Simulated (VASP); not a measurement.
# Rh (Fm-3m) in VASP: a series of runs

Runs on Rh. Level: LDA. Tasks: single point.

Everything below comes from runs of VASP 6.6.1. Logs are shortened: lines on timing, memory, paths and dates and some standing lists are left out, and cuts for length are marked.

### 1 The cell of the first run

Symmetry: Fm-3m, No. 225, cubic system. Conventional cell: a = 3.803 Å, b = 3.803 Å, c = 3.803 Å, α = 90.00°, β = 90.00°, γ = 90.00°. Within 3.5 Å of Rh (site symmetry m-3m) lie 12 Rh at 2.69 Å.

### 2 Single point, LDA

Input file INCAR:

```
PREC = Accurate
ENCUT = 520
EDIFF = 1E-7
ISMEAR = -1
SIGMA = 0.03
LREAL = F
LASPH = T
NELM = 100
ALGO = Normal
ISIF = 2
LWAVE = F
LCHARG = F
NBANDS = 14
```

Input file KPOINTS:

```
regular mesh
0
Gamma
  16 16 16
```

Input file POSCAR:

```
Rh
1.0
    0.0000000000      1.9015500000      1.9015500000
    1.9015500000      0.0000000000      1.9015500000
    1.9015500000      1.9015500000      0.0000000000
Rh
1
Direct
    0.0000000000      0.0000000000      0.0000000000
```

Potentials or basis: VASP PAW LDA potentials, release 64 (Rh_pv).

The run is started by

```console
cat potpaw_LDA.64/Rh_pv/POTCAR > POTCAR
mpirun -np 1 vasp_std > vasp.out
```

OUTCAR:

```text
PREC = Accurate
   ENCUT = 520
   EDIFF = 1E-7
   ISMEAR = -1
   LREAL = F
   LASPH = T
   NELM = 100
   ISIF = 2

 ion  position               nearest neighbor table
   1  0.000  0.000  0.000-

  LATTYP: Found a face centered cubic cell.
 ALAT       =     3.8031000000

  Lattice vectors:

 A1 = (   0.0000000000,   1.9015500000,   1.9015500000)
 A2 = (   1.9015500000,   0.0000000000,   1.9015500000)
 A3 = (   1.9015500000,   1.9015500000,   0.0000000000)

Analysis of symmetry for initial positions (statically):
=====================================================================
 Subroutine PRICEL returns:
 Original cell was already a primitive cell.

 Routine SETGRP: Setting up the symmetry group for a
 face centered cubic supercell.

 Subroutine GETGRP returns: Found 48 space group operations
 (whereof 48 operations were pure point group operations)
 out of a pool of 48 trial point group operations.

The static configuration has the point symmetry O_h .

Analysis of symmetry for dynamics (positions and initial velocities):
=====================================================================
 Subroutine PRICEL returns:
 Original cell was already a primitive cell.

 Routine SETGRP: Setting up the symmetry group for a
 face centered cubic supercell.

 Subroutine GETGRP returns: Found 48 space group operations
 (whereof 48 operations were pure point group operations)
 out of a pool of 48 trial point group operations.

The dynamic configuration has the point symmetry O_h .

 Subroutine INISYM returns: Found 48 space group operations
 (whereof 48 operations are pure point group operations),
 and found     1 'primitive' translations

----------------------------------------------------------------------------------------

                                     Primitive cell

  volume of cell :      13.7516

  direct lattice vectors                    reciprocal lattice vectors
     0.000000000  1.901550000  1.901550000    -0.262943388  0.262943388  0.262943388
     1.901550000  0.000000000  1.901550000     0.262943388 -0.262943388  0.262943388
     1.901550000  1.901550000  0.000000000     0.262943388  0.262943388 -0.262943388

  length of vectors
     2.689197800  2.689197800  2.689197800     0.455431308  0.455431308  0.455431308

  position of ions in fractional coordinates (direct lattice)
     0.000000000  0.000000000  0.000000000

  ion indices of the primitive-cell ions
   primitive index   ion index
                 1           1

----------------------------------------------------------------------------------------

 KPOINTS: regular mesh

Automatic generation of k-mesh.
 Grid dimensions read from file:
 generate k-points for:   16   16   16

 Generating k-lattice:

  Cartesian coordinates                     Fractional coordinates (reciprocal lattice)
    -0.016433962  0.016433962  0.016433962     0.062500000  0.000000000  0.000000000
     0.016433962 -0.016433962  0.016433962     0.000000000  0.062500000  0.000000000
     0.016433962  0.016433962 -0.016433962     0.000000000  0.000000000  0.062500000

  Length of vectors
     0.028464457  0.028464457  0.028464457

  Shift w.r.t. Gamma in fractional coordinates (k-lattice)
     0.000000000  0.000000000  0.000000000

 Subroutine IBZKPT returns following result:
 ===========================================

 Found    145 irreducible k-points:

 Following reciprocal coordinates:
            Coordinates               Weight
  0.000000  0.000000  0.000000      1.000000
  0.062500  0.000000  0.000000      8.000000
  0.125000  0.000000  0.000000      8.000000
  0.187500  0.000000  0.000000      8.000000
  0.250000  0.000000  0.000000      8.000000
  0.312500  0.000000  0.000000      8.000000
[... 16 lines left out ...]
 -0.125000  0.062500  0.000000     24.000000
 -0.062500  0.062500  0.000000     12.000000
 [... further k-points ...]
   k-points           NKPTS =    145   k-points in BZ     NKDIM =    145   number of bands    NBANDS=     14
   number of dos      NEDOS =    301   number of ions     NIONS =      1
   total plane-waves  NPLWV =   8000
   dimension x,y,z NGX =    20 NGY =   20 NGZ =   20
   dimension x,y,z NGXF=    40 NGYF=   40 NGZF=   40
   ions per type =               1
   NGX,Y,Z   is equivalent  to a cutoff of  12.36, 12.36, 12.36 a.u.
   NGXF,Y,Z  is equivalent  to a cutoff of  24.73, 24.73, 24.73 a.u.
 SYSTEM =  unknown system
   PREC   = accura    normal or accurate (medium, high low for compatibility)
   ISTART =      0    job   : 0-new  1-cont  2-samecut
   ICHARG =      2    charge: 1-file 2-atom 10-const
   ISPIN  =      1    spin polarized calculation?
   LNONCOLLINEAR =      F non collinear calculations
   LSORBIT =      F    spin-orbit coupling
   LASPH  =      T    aspherical Exc in radial PAW
   ENCUT  =  520.0 eV  38.22 Ry    6.18 a.u.   5.00  5.00  5.00*2*pi/ulx,y,z
   NELM   =    100;   NELMIN=  2; NELMDL= -5     # of ELM steps
   EDIFF  = 0.1E-06   stopping-criterion for ELM
   LREAL  =      F    real-space projection
   EDIFFG = 0.1E-05   stopping-criterion for IOM
   NSW    =      0    number of steps for IOM
   IBRION =     -1    ionic relax: 0-MD 1-quasi-New 2-CG
   NFREE  =      0    steps in history (QN), initial steepest desc. (CG)
   ISIF   =      2    stress and relaxation
   ISYM   =      2    0-nonsym 1-usesym 2-fastsym
   POTIM  = 0.5000    time-step for ionic-motion
   TEBEG  =    0.0;   TEEND  =   0.0 temperature during run
   PSTRESS=    0.0 pullay stress
   NELECT =      15.0000    total number of electrons
   NUPDOWN=      -1.0000    fix difference up-down
   EMIN   =  10.00;   EMAX   =-10.00  energy-range for DOS
   EFERMI =   0.00;   METHOD = LEGACY
   ISMEAR =    -1;   SIGMA  =   0.03  broadening in eV -4-tet -1-fermi 0-gaus
   EFERMI_NEDOS =   21; number of points for ismear=-14 and -15
   IALGO  =     38    algorithm
   IMIX   =      4    mixing-type and parameters
     AMIX     =   0.40;   BMIX     =  1.00
     AMIX_MAG =   1.60;   BMIX_MAG =  1.00
  volume/ion in A,a.u.               =      13.75        92.80
  Fermi-wavevector in a.u.,A,eV,Ry     =   1.685211  3.184586 38.639656  2.839935
  Thomas-Fermi vector in A             =   2.768095
   LORBIT       =      0    0 simple, 1 ext, 2 COOP (PROOUT), +10 PAW based schemes
   GGA     = CA    functional components
   LHFCALC =     F    Hartree Fock is set to
   AEXX    =    0.0000 exact exchange contribution
   IVDW    =     0    specifies the selected vdW correction
   LEPSILON=     F    determine dielectric tensor
   LRPA    =     F    only Hartree local field effects (RPA)
 non-spin polarized calculation
  energy-cutoff  :      520.00
  volume of cell :       13.75
 maximum number of plane-waves:       388
   NGX =  9   NGY =  9   NGZ =  9

 number of electron      15.0000007 magnetization

 Free energy of the ion-electron system (eV)
  ---------------------------------------------------
  ext. energy  EPLUGINS =         0.00000000
  ---------------------------------------------------
  free energy    TOTEN  =        -8.66846704 eV

  energy without entropy =       -8.66395550  energy(sigma->0) =       -8.66621127

 E-fermi :  11.6940     XC(G=0): -14.3501

 val. band max:       11.6907291408   @ k =  -0.3750   0.2500   0.0000
 cond. band min:      11.6952071452   @ k =   0.3125   0.2500   0.0000
 fundamental gap:      0.0044780044
 Fermi energy:        11.6939565169

 k-point     1 :       0.0000    0.0000    0.0000
  band No.  band energies     occupation
      1     -34.4573      2.00000
      2     -34.4573      2.00000
      3     -34.4573      2.00000
      4       3.6767      2.00000
      5       8.5973      2.00000
      6       8.5973      2.00000
      7       8.5973      2.00000
      8      10.7236      2.00000
      9      10.7236      2.00000
     10      27.6551      0.00000
     11      32.0571      0.00000
     12      33.0588      0.00000
     13      33.0588      0.00000
     14      33.0588      0.00000

 k-point     2 :       0.0625    0.0000    0.0000
  band No.  band energies     occupation
      1     -34.4867      2.00000
      2     -34.4612      2.00000
      3     -34.4612      2.00000
      4       3.8344      2.00000
      5       8.5274      2.00000
      6       8.6590      2.00000
      7       8.6590      2.00000
      8      10.6889      2.00000
      9      10.6889      2.00000
     10      27.8850      0.00000
     11      32.0517      0.00000
     12      32.2218      0.00000
     13      33.2904      0.00000
     14      33.2904      0.00000

 k-point     3 :       0.1250    0.0000    0.0000
  band No.  band energies     occupation
      1     -34.5699      2.00000
      2     -34.4725      2.00000
      3     -34.4725      2.00000
      4       4.2807      2.00000
      5       8.3629      2.00000
      6       8.8137      2.00000
      7       8.8137      2.00000
      8      10.6226      2.00000
      9      10.6226      2.00000
     10      28.4767      0.00000
     11      30.5394      0.00000
     12      32.0578      0.00000
     13      33.9564      0.00000
     14      33.9564      0.00000
[... 324 lines left out ...]
 k-point    23 :      -0.1250    0.0625    0.0000
  band No.  band energies     occupation
      1     -34.6193      2.00000
      2     -34.5005      2.00000
      3     -34.4722      2.00000
      4       4.6090      2.00000
      5       8.2043      2.00000
      6       8.9251      2.00000
      7       8.9566      2.00000
      8      10.3749      2.00000
      9      10.8266      2.00000
     10      28.8649      0.00000
     11      29.9201      0.00000
     12      32.0576      0.00000
     13      33.3980      0.00000
     14      34.9374      0.00000

 k-point    24 :      -0.0625    0.0625    0.0000
  band No.  band energies     occupation
      1     -34.5278      2.00000
      2     -34.4786      2.00000
      3     -34.4627      2.00000
      4       4.0897      2.00000
      5       8.3967      2.00000
      6       8.7440      2.00000
      7       8.7922      2.00000
      8      10.5348      2.00000
      9      10.7486      2.00000
     10      28.2425      0.00000
     11      31.4020      0.00000
     12      32.0593      0.00000
     13      33.1122      0.00000
     14      33.9204      0.00000

 [... further k-points ...]
[... 5 lines left out ...]
  --------------------------------------------------------------------------------------
  -------------------------------------------------------------------------------------
  Total       -0.8927002     -0.8927002     -0.8927002     -0.0000000      0.0000000     -0.0000000
  in kB     -104.0070980   -104.0070980   -104.0070980     -0.0000000      0.0000000     -0.0000000
  external PRESSURE =    -104.0070980 kB  Pullay stress =       0.0000000 kB

 VOLUME and BASIS-vectors are now :
 -----------------------------------------------------------------------------
  energy-cutoff  :      520.00
  volume of cell :       13.75
      direct lattice vectors                 reciprocal lattice vectors
     0.000000000  1.901550000  1.901550000    -0.262943388  0.262943388  0.262943388
     1.901550000  0.000000000  1.901550000     0.262943388 -0.262943388  0.262943388
     1.901550000  1.901550000  0.000000000     0.262943388  0.262943388 -0.262943388

 POSITION                                       TOTAL-FORCE (eV/Angst)
 -----------------------------------------------------------------------------------
      0.00000      0.00000      0.00000         0.000000      0.000000      0.000000
 -----------------------------------------------------------------------------------
    total drift:                                0.000000      0.000000      0.000000

  FREE ENERGIE OF THE ION-ELECTRON SYSTEM (eV)
  ---------------------------------------------------
  free  energy   TOTEN  =        -8.6684670376 eV

  energy  without entropy=       -8.6639554958  energy(sigma->0) =       -8.66621127
```

Run time: 16 s. Hardware: 1 thread of Intel Xeon Platinum 8559C (Emerald Rapids), shared host; peak memory 0.14 GiB.

What came out:

- Free energy: -8.6685 eV
- Pressure: -10.4 GPa

Levels at points of the mesh, in eV from the Fermi level:
```csv
k point,band 3,band 4,band 5,band 6,band 7,band 8,band 9,band 10,band 11,band 12
"(0.00, 0.00, 0.00)",-46.15,-8.02,-3.10,-3.10,-3.10,-0.97,-0.97,15.96,20.36,21.36
"(0.50, 0.00, 0.00)",-46.25,-6.16,-3.16,-3.16,0.59,0.59,0.71,8.59,15.48,20.36
"(0.50, 0.50, 0.00)",-46.42,-6.33,-5.97,0.58,1.00,1.00,3.21,12.25,13.22,13.22
```

(Continued in part 2 of 2.)
